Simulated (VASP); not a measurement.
# LiBr (Fm-3m) in VASP: a series of runs, part 2 of 2

VASP 6.6.1. The steps go on from the part before.

### Step 5. Single point, PBEsol

This run uses another cell than the first one, of 18.65 Å³/atom, 1.247 times its volume.

INCAR

```
ALGO = Normal ; EDIFF = 1E-6
ENCUT = 750 ; GGA = PS
GGA_COMPAT = F ; ISIF = 2
ISMEAR = 0 ; LASPH = T
LCHARG = F ; LREAL = F
LWAVE = F ; NBANDS = 12
NELM = 120 ; PREC = Accurate
SIGMA = 0.01
```

KPOINTS

```
k-points
0
Gamma
  8 8 8
```

POSCAR

```
LiBr
1.0
    0.0000000000      2.6517998561      2.6517998561
    2.6517998561      0.0000000000      2.6517998561
    2.6517998561      2.6517998561      0.0000000000
Li Br
1 1
Direct
    0.0000000000      0.0000000000      0.0000000000
    0.5000000000      0.5000000000      0.5000000000
```

Potentials or basis: VASP PAW PBE potentials, release 64 (Li_sv, Br).

On the command line:

```bash
$ cat potpaw_PBE.64/Li_sv/POTCAR potpaw_PBE.64/Br/POTCAR > POTCAR
$ mpirun -np 1 vasp_std > vasp.out
```

OUTCAR:

```text
EDIFF = 1E-6
   ENCUT = 750
   GGA = PS
   ISIF = 2
   ISMEAR = 0
   LASPH = T
   LREAL = F
   NELM = 120
   PREC = Accurate

 ion  position               nearest neighbor table
   1  0.000  0.000  0.000-   2 2.65   2 2.65   2 2.65   2 2.65   2 2.65   2 2.65
   2  0.500  0.500  0.500-   1 2.65   1 2.65   1 2.65   1 2.65   1 2.65   1 2.65

  LATTYP: Found a face centered cubic cell.
 ALAT       =     5.3035997122

  Lattice vectors:

 A1 = (   0.0000000000,   2.6517998561,   2.6517998561)
 A2 = (   2.6517998561,   0.0000000000,   2.6517998561)
[... 539 lines left out ...]
      7       8.9898      0.00000
      8      10.4288      0.00000
      9      12.2765      0.00000
     10      14.9535      0.00000
     11      15.5807      0.00000
     12      18.2747      0.00000

 [... further k-points ...]
[... 5 lines left out ...]
  --------------------------------------------------------------------------------------
  -------------------------------------------------------------------------------------
  Total        0.4567708      0.4567708      0.4567708     -0.0000000     -0.0000000      0.0000000
  in kB       19.6226074     19.6226074     19.6226074     -0.0000000     -0.0000000      0.0000000
  external PRESSURE =      19.6226074 kB  Pullay stress =       0.0000000 kB

 VOLUME and BASIS-vectors are now :
 -----------------------------------------------------------------------------
  energy-cutoff  :      750.00
  volume of cell :       37.30
      direct lattice vectors                 reciprocal lattice vectors
     0.000000000  2.651799856  2.651799856    -0.188551183  0.188551183  0.188551183
     2.651799856  0.000000000  2.651799856     0.188551183 -0.188551183  0.188551183
     2.651799856  2.651799856  0.000000000     0.188551183  0.188551183 -0.188551183

 POSITION                                       TOTAL-FORCE (eV/Angst)
 -----------------------------------------------------------------------------------
      0.00000      0.00000      0.00000        -0.000000     -0.000000     -0.000000
      2.65180      2.65180      2.65180         0.000000      0.000000      0.000000
 -----------------------------------------------------------------------------------
    total drift:                                0.000000      0.000000      0.000000

  FREE ENERGIE OF THE ION-ELECTRON SYSTEM (eV)
  ---------------------------------------------------
  free  energy   TOTEN  =        -6.9214748542 eV

  energy  without entropy=       -6.9214748542  energy(sigma->0) =       -6.92147485
```

OSZICAR:

```text
N       E                     dE             d eps       ncg     rms          rms(c)
DAV:   1     0.488464492342E+02    0.48846E+02   -0.49732E+03   696   0.996E+02
DAV:   2    -0.393613403095E+01   -0.52783E+02   -0.49710E+02   908   0.156E+02
DAV:   3    -0.688360950567E+01   -0.29475E+01   -0.29370E+01   944   0.375E+01
DAV:   4    -0.694960648325E+01   -0.65997E-01   -0.65981E-01   928   0.555E+00
DAV:   5    -0.695052576939E+01   -0.91929E-03   -0.91927E-03   904   0.518E-01    0.216E+00
DAV:   6    -0.692295411726E+01    0.27572E-01   -0.40475E-02   880   0.942E-01    0.131E+00
DAV:   7    -0.692078283569E+01    0.21713E-02   -0.26001E-02  1044   0.849E-01    0.385E-01
DAV:   8    -0.692146628225E+01   -0.68345E-03   -0.20822E-03   840   0.302E-01    0.433E-02
DAV:   9    -0.692146537403E+01    0.90822E-06   -0.51053E-05   848   0.537E-02    0.146E-02
DAV:  10    -0.692147439374E+01   -0.90197E-05   -0.12277E-05   828   0.257E-02    0.425E-03
DAV:  11    -0.692147485416E+01   -0.46042E-06   -0.12092E-06   636   0.716E-03
   1 F= -.69214749E+01 E0= -.69214749E+01  d E =-.206870E-41
```

Wall time 9.9 s (1 thread of Intel Xeon 6975P-C (Granite Rapids), shared host); peak memory 0.21 GiB.

What came out:

```yaml
Free_energy: -6.9215 eV
Pressure: 2.0 GPa
Band_gap_on_the_k_mesh: 5.28 eV, direct
```

Levels at points of the mesh, in eV from the valence-band top:
| k point | band 1 | band 2 | band 3 | band 4 | band 5 | band 6 | band 7 | band 8 | band 9 | band 10 |
| --- | --- | --- | --- | --- | --- | --- | --- | --- | --- | --- |
| (0.00, 0.00, 0.00) | -43.54 | -13.87 | 0.00 | 0.00 | 0.00 | 5.28 | 10.46 | 10.46 | 10.46 | 12.63 |
| (0.50, 0.00, 0.00) | -43.54 | -13.24 | -3.43 | -0.32 | -0.32 | 5.50 | 8.02 | 8.02 | 12.80 | 14.33 |
| (0.50, 0.50, 0.00) | -43.54 | -12.98 | -3.48 | -1.39 | -1.39 | 6.31 | 6.74 | 12.43 | 13.08 | 13.08 |

Caveat: the PAW data sets were made with another functional, which shifts forces and pressure a little. A k mesh can miss the band edges.

### Step 6. Single point, PBEsol

This run uses another cell than the first one, of 17.76 Å³/atom, 1.187 times its volume.

INCAR

```
ALGO     = Normal         # electronic algorithm
EDIFF    = 1E-6           # SCF threshold, eV
ENCUT    = 750            # plane-wave cutoff, eV
GGA      = PS             # functional
GGA_COMPAT= F            
ISIF     = 2              # what is computed and relaxed
ISMEAR   = 0              # smearing method
LASPH    = T              # aspherical terms in the spheres
LCHARG   = T              # write CHGCAR
LELF     = T              # ELF
LREAL    = F              # projectors in reciprocal space
LVHAR    = T            
LWAVE    = F              # write WAVECAR
NBANDS   = 12             # bands
NELM     = 120            # most SCF steps
PREC     = Accurate       # precision mode
SIGMA    = 0.01           # smearing width, eV
```

KPOINTS is that of step 5.

POSCAR

```
LiBr
1.0
    0.0000000000      2.6089206617      2.6089206617
    2.6089206617      0.0000000000      2.6089206617
    2.6089206617      2.6089206617      0.0000000000
Li Br
1 1
Direct
    0.0000000000      0.0000000000      0.0000000000
    0.5000000000      0.5000000000      0.5000000000
```

Potentials or basis: VASP PAW PBE potentials, release 64 (Li_sv, Br).

On the command line:

```bash
$ cat potpaw_PBE.64/Li_sv/POTCAR potpaw_PBE.64/Br/POTCAR > POTCAR
$ mpirun -np 1 vasp_std > vasp.out
```

Run time: 14 s. Hardware: 1 thread of Intel Xeon 6975P-C (Granite Rapids), shared host; peak memory 0.2 GiB.

Results (log left out):

| Item | Value |
| --- | --- |
| Free energy | -6.8885 eV |
| Pressure | 4.0 GPa |
| Band gap on the k mesh | 5.52 eV, indirect (least direct gap 5.55 eV) |

Levels at points of the mesh, in eV from the valence-band top:
| k point | band 3 | band 4 | band 5 | band 6 | band 7 | band 8 |
| --- | --- | --- | --- | --- | --- | --- |
| (0.00, 0.00, 0.00) | 0.00 | 0.00 | 0.00 | 5.55 | 10.48 | 10.48 |
| (0.50, 0.00, 0.00) | -3.67 | -0.35 | -0.35 | 5.52 | 8.01 | 8.01 |
| (0.50, 0.50, 0.00) | -3.75 | -1.51 | -1.51 | 6.37 | 6.62 | 12.89 |

Caveat: the PAW data sets were made with another functional, which shifts forces and pressure a little. A k mesh can miss the band edges.

### Step 7. Overview

```csv
cell,gap on the mesh (eV),pressure (GPa)
"a = 3.484 Å, angles 60.0°, 2 atoms",5.56,15.0
"a = 3.561 Å, angles 60.0°, 2 atoms",5.55,10.0
"a = 3.618 Å, angles 60.0°, 2 atoms",5.54,7.0
"a = 3.750 Å, angles 60.0°, 2 atoms",5.28,2.0
"a = 3.690 Å, angles 60.0°, 2 atoms",5.52,4.0
```

Alike in all rows: task single point; level PBEsol; potentials or basis VASP PAW PBE potentials, release 64 (Li_sv, Br); no spin polarisation; k mesh 8 × 8 × 8; cutoff (eV) 750; smearing gaussian 0.01 eV.

Caveats: the PAW data sets were made with another functional, which shifts forces and pressure a little.

Absolute energies hang on the potentials; compare differences alone.
